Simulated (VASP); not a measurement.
# CaBr (P6_3mc) in VASP: notebook

Runs on CaBr. Level: PBE. Tasks: single point.

Everything below comes from runs of VASP 6.6.1. Logs are shortened: lines on timing, memory, paths and dates and some standing lists are left out, and cuts for length are marked.

### Step 1. The cell of the first run

Symmetry: P6_3mc, No. 186, hexagonal system. Conventional cell: a = 3.240 Å, b = 3.240 Å, c = 8.973 Å, α = 90.00°, β = 90.00°, γ = 120.00°. Br (site symmetry 3m) has 4 Ca at 2.55 to 2.69 Å and 6 Br at 3.24 Å within 3.4 Å. Within 3.4 Å of Ca (site symmetry 3m) lie 4 Br at 2.55 to 2.69 Å and 6 Ca at 3.24 Å.

### Step 2. Single point, PBE

Input file INCAR:

```
SYSTEM = CaBr
ALGO = Normal
EDIFF = 1E-6
ENCUT = 520
GGA = PE
ISIF = 2
ISMEAR = -1
LASPH = .True.
LCHARG = .False.
LREAL = .False.
LWAVE = .False.
NBANDS = 25
NELM = 100
PREC = Accurate
SIGMA = 0.05
```

Input file KPOINTS:

```
k-points
0
Gamma
  8 8 3
  0 0 0
```

Input file POSCAR:

```
CaBr
1.0
    3.2398730835      0.0000000000      0.0000000000
   -1.6199365417      2.8058123954      0.0000000000
    0.0000000000      0.0000000000      8.9725930700
Br Ca
2 2
Direct
    0.6666666667      0.3333333333      0.5451831211
    0.3333333333      0.6666666667      0.0451831211
    0.6666666667      0.3333333333      0.8298168789
    0.3333333333      0.6666666667      0.3298168789
```

Potentials or basis: VASP PAW PBE potentials, release 64 (Br, Ca_sv).

On the command line:

```console
cat potpaw_PBE.64/Br/POTCAR potpaw_PBE.64/Ca_sv/POTCAR > POTCAR
mpirun -np 1 vasp_std > vasp.out
```

OUTCAR:

```text
SYSTEM = CaBr
   EDIFF = 1E-6
   ENCUT = 520
   GGA = PE
   ISIF = 2
   ISMEAR = -1
   LASPH = .True.
   LREAL = .False.
   NELM = 100
   PREC = Accurate

 ion  position               nearest neighbor table
   1  0.667  0.333  0.545-   3 2.55   4 2.69   4 2.69   4 2.69
   2  0.333  0.667  0.045-   4 2.55   3 2.69   3 2.69   3 2.69
   3  0.667  0.333  0.830-   1 2.55   2 2.69   2 2.69   2 2.69
   4  0.333  0.667  0.330-   2 2.55   1 2.69   1 2.69   1 2.69

  LATTYP: Found a hexagonal cell.
 ALAT       =     3.2398730835
 C/A-ratio  =     2.7694273321

  Lattice vectors:

 A1 = (   3.2398730835,   0.0000000000,   0.0000000000)
 A2 = (  -1.6199365417,   2.8058123954,   0.0000000000)
 A3 = (   0.0000000000,   0.0000000000,   8.9725930700)

Analysis of symmetry for initial positions (statically):
=====================================================================
 Subroutine PRICEL returns:
 Original cell was already a primitive cell.

 Routine SETGRP: Setting up the symmetry group for a
 hexagonal supercell.

 Subroutine GETGRP returns: Found 12 space group operations
 (whereof  6 operations were pure point group operations)
 out of a pool of 24 trial point group operations.

The static configuration has the point symmetry C_3v.
 The point group associated with its full space group is C_6v.

Analysis of symmetry for dynamics (positions and initial velocities):
=====================================================================
 Subroutine PRICEL returns:
 Original cell was already a primitive cell.

 Routine SETGRP: Setting up the symmetry group for a
 hexagonal supercell.

 Subroutine GETGRP returns: Found 12 space group operations
 (whereof  6 operations were pure point group operations)
 out of a pool of 24 trial point group operations.

The dynamic configuration has the point symmetry C_3v.
 The point group associated with its full space group is C_6v.

 Subroutine INISYM returns: Found 12 space group operations
 (whereof  6 operations are pure point group operations),
 and found     1 'primitive' translations

----------------------------------------------------------------------------------------

                                     Primitive cell

  volume of cell :      81.5651

  direct lattice vectors                    reciprocal lattice vectors
     3.239873084  0.000000000  0.000000000     0.308654066  0.178201508  0.000000000
    -1.619936542  2.805812395  0.000000000     0.000000000  0.356403016  0.000000000
     0.000000000  0.000000000  8.972593070     0.000000000  0.000000000  0.111450502

  length of vectors
     3.239873084  3.239873084  8.972593070     0.356403016  0.356403016  0.111450502

  position of ions in fractional coordinates (direct lattice)
     0.666666667  0.333333333  0.545183121
     0.333333333  0.666666667  0.045183121
     0.666666667  0.333333333  0.829816879
     0.333333333  0.666666667  0.329816879

  ion indices of the primitive-cell ions
   primitive index   ion index
                 1           1
                 2           2
                 3           3
                 4           4

----------------------------------------------------------------------------------------

 KPOINTS: k-points

Automatic generation of k-mesh.
 Grid dimensions read from file:
 generate k-points for:    8    8    3

 Generating k-lattice:

  Cartesian coordinates                     Fractional coordinates (reciprocal lattice)
     0.038581758  0.022275188  0.000000000     0.125000000 -0.000000000  0.000000000
     0.000000000  0.044550377  0.000000000     0.000000000  0.125000000  0.000000000
     0.000000000  0.000000000  0.037150167     0.000000000  0.000000000  0.333333333

  Length of vectors
     0.044550377  0.044550377  0.037150167

  Shift w.r.t. Gamma in fractional coordinates (k-lattice)
     0.000000000  0.000000000  0.000000000

 Subroutine IBZKPT returns following result:
 ===========================================

 Found     20 irreducible k-points:

 Following reciprocal coordinates:
            Coordinates               Weight
  0.000000  0.000000  0.000000      1.000000
  0.125000  0.000000  0.000000      6.000000
  0.250000  0.000000  0.000000      6.000000
  0.375000  0.000000  0.000000      6.000000
  0.500000  0.000000  0.000000      3.000000
  0.125000  0.125000  0.000000      6.000000
[... 12 lines left out ...]
  0.250000  0.250000  0.333333     12.000000
  0.375000  0.250000  0.333333     12.000000
   k-points           NKPTS =     20   k-points in BZ     NKDIM =     20   number of bands    NBANDS=     25
   number of dos      NEDOS =    301   number of ions     NIONS =      4
   total plane-waves  NPLWV =  40320
   dimension x,y,z NGX =    24 NGY =   24 NGZ =   70
   dimension x,y,z NGXF=    48 NGYF=   48 NGZF=  140
   ions per type =               2   2
   NGX,Y,Z   is equivalent  to a cutoff of  12.31, 12.31, 12.97 a.u.
   NGXF,Y,Z  is equivalent  to a cutoff of  24.63, 24.63, 25.94 a.u.
 SYSTEM =  CaBr
   PREC   = accura    normal or accurate (medium, high low for compatibility)
   ISTART =      0    job   : 0-new  1-cont  2-samecut
   ICHARG =      2    charge: 1-file 2-atom 10-const
   ISPIN  =      1    spin polarized calculation?
   LNONCOLLINEAR =      F non collinear calculations
   LSORBIT =      F    spin-orbit coupling
   LASPH  =      T    aspherical Exc in radial PAW
   ENCUT  =  520.0 eV  38.22 Ry    6.18 a.u.   6.02  6.02 16.68*2*pi/ulx,y,z
   NELM   =    100;   NELMIN=  2; NELMDL= -5     # of ELM steps
   EDIFF  = 0.1E-05   stopping-criterion for ELM
   LREAL  =      F    real-space projection
[... 7 lines left out ...]
   TEBEG  =    0.0;   TEEND  =   0.0 temperature during run
   PSTRESS=    0.0 pullay stress
   NELECT =      34.0000    total number of electrons
   NUPDOWN=      -1.0000    fix difference up-down
   EMIN   =  10.00;   EMAX   =-10.00  energy-range for DOS
   EFERMI =   0.00;   METHOD = LEGACY
   ISMEAR =    -1;   SIGMA  =   0.05  broadening in eV -4-tet -1-fermi 0-gaus
   EFERMI_NEDOS =   21; number of points for ismear=-14 and -15
   IALGO  =     38    algorithm
   IMIX   =      4    mixing-type and parameters
     AMIX     =   0.40;   BMIX     =  1.00
     AMIX_MAG =   1.60;   BMIX_MAG =  1.00
  volume/ion in A,a.u.               =      20.39       137.61
  Fermi-wavevector in a.u.,A,eV,Ry     =   1.222924  2.310992 20.348112  1.495544
  Thomas-Fermi vector in A             =   2.358054
   LORBIT       =      0    0 simple, 1 ext, 2 COOP (PROOUT), +10 PAW based schemes
   GGA     = PE    functional components
   LHFCALC =     F    Hartree Fock is set to
   AEXX    =    0.0000 exact exchange contribution
   IVDW    =     0    specifies the selected vdW correction
   LEPSILON=     F    determine dielectric tensor
   LRPA    =     F    only Hartree local field effects (RPA)
 non-spin polarized calculation
  energy-cutoff  :      520.00
  volume of cell :       81.57
 maximum number of plane-waves:      2222
   NGX = 13   NGY = 13   NGZ = 33

 number of electron      33.9999999 magnetization

 Free energy of the ion-electron system (eV)
  ---------------------------------------------------
  ext. energy  EPLUGINS =         0.00000000
  ---------------------------------------------------
  free energy    TOTEN  =        -8.46115492 eV

  energy without entropy =       -8.41925639  energy(sigma->0) =       -8.44020565

 E-fermi :   6.5587     XC(G=0): -10.2739

 val. band max:        6.5550013037   @ k =   0.2500   0.1250   0.0000
 cond. band min:       6.5668553161   @ k =   0.3750   0.0000   0.0000
 fundamental gap:      0.0118540125
 Fermi energy:         6.5586918134

 k-point     1 :       0.0000    0.0000    0.0000
  band No.  band energies     occupation
      1     -34.4731      2.00000
      2     -34.4701      2.00000
      3     -16.0515      2.00000
      4     -15.7272      2.00000
      5     -15.2676      2.00000
      6     -15.2676      2.00000
[... 17 lines left out ...]
     24      10.7772      0.00000
     25      11.2373      0.00000

 k-point     2 :       0.1250    0.0000    0.0000
  band No.  band energies     occupation
      1     -34.4570      2.00000
      2     -34.4542      2.00000
      3     -16.0030      2.00000
      4     -15.7027      2.00000
      5     -15.3889      2.00000
      6     -15.3838      2.00000
[... 17 lines left out ...]
     24      10.7171      0.00000
     25      11.4239      0.00000

 k-point     3 :       0.2500    0.0000    0.0000
  band No.  band energies     occupation
      1     -34.4178      2.00000
      2     -34.4156      2.00000
      3     -15.8965      2.00000
      4     -15.7008      2.00000
      5     -15.6396      2.00000
      6     -15.6153      2.00000
[... 17 lines left out ...]
     24      10.8860      0.00000
     25      11.0217      0.00000

 k-point     4 :       0.3750    0.0000    0.0000
  band No.  band energies     occupation
      1     -34.3782      2.00000
      2     -34.3768      2.00000
      3     -15.9665      2.00000
      4     -15.9458      2.00000
      5     -15.6979      2.00000
      6     -15.5811      2.00000
[... 17 lines left out ...]
     24      11.7108      0.00000
     25      11.8324      0.00000
[... 365 lines left out ...]
 k-point    18 :       0.3750    0.1250    0.3333
  band No.  band energies     occupation
      1     -34.3614      2.00000
      2     -34.3609      2.00000
      3     -15.9994      2.00000
      4     -15.9931      2.00000
      5     -15.6279      2.00000
      6     -15.5872      2.00000
[... 17 lines left out ...]
     24      11.0971      0.00000
     25      11.9018      0.00000

 k-point    19 :       0.2500    0.2500    0.3333
  band No.  band energies     occupation
      1     -34.3614      2.00000
      2     -34.3609      2.00000
      3     -15.9162      2.00000
      4     -15.9123      2.00000
      5     -15.6342      2.00000
      6     -15.6023      2.00000
[... 17 lines left out ...]
     24      11.0002      0.00000
     25      12.0755      0.00000

 k-point    20 :       0.3750    0.2500    0.3333
  band No.  band energies     occupation
      1     -34.3497      2.00000
      2     -34.3495      2.00000
      3     -15.9166      2.00000
      4     -15.9127      2.00000
      5     -15.6869      2.00000
      6     -15.6814      2.00000
[... 17 lines left out ...]
     24      10.9170      0.00000
     25      12.1633      0.00000

------------------------ aborting loop because EDIFF is reached ----------------------------------------

  FORCE on cell =-STRESS in cart. coord.  units (eV):
  Direction    XX          YY          ZZ          XY          YZ          ZX
  --------------------------------------------------------------------------------------
  -------------------------------------------------------------------------------------
  Total       15.3686434     15.3686434     15.5672826      0.0000000      0.0000000      0.0000000
  in kB      301.8849888    301.8849888    305.7868415      0.0000000      0.0000000      0.0000000
  external PRESSURE =     303.1856064 kB  Pullay stress =       0.0000000 kB

 VOLUME and BASIS-vectors are now :
 -----------------------------------------------------------------------------
  energy-cutoff  :      520.00
  volume of cell :       81.57
      direct lattice vectors                 reciprocal lattice vectors
     3.239873084  0.000000000  0.000000000     0.308654066  0.178201508  0.000000000
    -1.619936542  2.805812395  0.000000000     0.000000000  0.356403016  0.000000000
     0.000000000  0.000000000  8.972593070     0.000000000  0.000000000  0.111450502

 POSITION                                       TOTAL-FORCE (eV/Angst)
 -----------------------------------------------------------------------------------
      1.61994      0.93527      4.89171        -0.000000     -0.000000      0.017496
     -0.00000      1.87054      0.40541         0.000000      0.000000      0.017496
      1.61994      0.93527      7.44561         0.000000     -0.000000     -0.017496
     -0.00000      1.87054      2.95931        -0.000000      0.000000     -0.017496
 -----------------------------------------------------------------------------------
    total drift:                               -0.000000      0.000000     -0.000697

  FREE ENERGIE OF THE ION-ELECTRON SYSTEM (eV)
  ---------------------------------------------------
  free  energy   TOTEN  =        -8.4611549214 eV

  energy  without entropy=       -8.4192563871  energy(sigma->0) =       -8.44020565
```

Run time: 18 s. Hardware: 1 thread of Intel Xeon 6975P-C (Granite Rapids), shared host; peak memory 0.2 GiB.

Results:

* Free energy: -8.4612 eV
* Pressure: 30.3 GPa
* Largest force: 0.017 eV/Å
* Band gap on the k mesh: zero (bands 17 and 18 overlap by 1.36 eV)

Forces in eV/Å, atoms in the order of the input:
```
Br   0.000  0.000  0.017
Br   0.000  0.000  0.017
Ca   0.000  0.000 -0.017
Ca   0.000  0.000 -0.017
```

Stress tensor (GPa, compression positive):
```
30.19  0.00  0.00
 0.00 30.19  0.00
 0.00  0.00 30.58
```

Levels at points of the mesh, in eV from the Fermi level:
```
           k point  band 15  band 16  band 17  band 18  band 19  band 20
(0.00, 0.00, 0.00)    -2.37    -2.37    -1.71    -0.52     2.87     2.87
(0.50, 0.00, 0.00)    -3.85    -3.50    -0.54    -0.16     1.07     1.59
```

Caveat: the cell stands under pressure.

### Step 3. Single point, PBE

This run uses another cell than the first one, of 22.57 Å³/atom.

Input file INCAR:

```
  PREC = Accurate
  ENCUT = 520
  EDIFF = 1E-6
  ISMEAR = -1
  SIGMA = 0.05
  LREAL = F
  LASPH = T
  NELM = 80
  ALGO = Normal
  ISIF = 2
  LWAVE = F
  LCHARG = F
  GGA = PE
  NBANDS = 25
```

Input file KPOINTS:

```
Automatic mesh
0
Gamma
  8 8 3
```

Input file POSCAR:

```
CaBr
1.0
    3.3790749832      0.0000000000      0.0000000000
   -1.6895374916      2.9263647767      0.0000000000
    0.0000000000      0.0000000000      9.1282361436
Br Ca
2 2
Direct
    0.6666666667      0.3333333333      0.5439842340
    0.3333333333      0.6666666667      0.0439842340
    0.6666666667      0.3333333333      0.8310157660
    0.3333333333      0.6666666667      0.3310157660
```

Potentials or basis: VASP PAW PBE potentials, release 64 (Br, Ca_sv).

On the command line:

```console
cat potpaw_PBE.64/Br/POTCAR potpaw_PBE.64/Ca_sv/POTCAR > POTCAR
mpirun -np 1 vasp_std > vasp.out
```

It took 22 s on 1 thread of Intel Xeon 6975P-C (Granite Rapids), shared host; peak memory 0.23 GiB.

Results (log left out):

| Quantity | Value |
| --- | --- |
| Free energy | -9.8134 eV |
| Pressure | 20.2 GPa |
| Largest force | 0.010 eV/Å |
| Band gap on the k mesh | zero (bands 17 and 18 overlap by 1.24 eV) |

Forces in eV/Å, atoms in the order of the input:
```
Br   0.000  0.000  0.010
Br   0.000  0.000  0.010
Ca   0.000  0.000 -0.010
Ca   0.000  0.000 -0.010
```

Stress tensor (GPa, compression positive):
```
20.12  0.00  0.00
 0.00 20.12  0.00
 0.00  0.00 20.43
```

Levels at points of the mesh, in eV from the Fermi level:
```tsv
k point	band 14	band 15	band 16	band 17	band 18	band 19	band 20	band 21	band 22	band 23
(0.00, 0.00, 0.00)	-3.01	-2.83	-2.83	-1.76	-0.44	2.68	2.68	2.86	2.86	3.88
(0.50, 0.00, 0.00)	-5.30	-4.03	-3.75	-0.36	-0.09	1.12	1.46	3.04	3.37	4.02
```

Caveat: the cell stands under pressure.

(Continued in part 2 of 2.)

The gap in the log of VASP goes by the Fermi energy; the results here count the filled bands.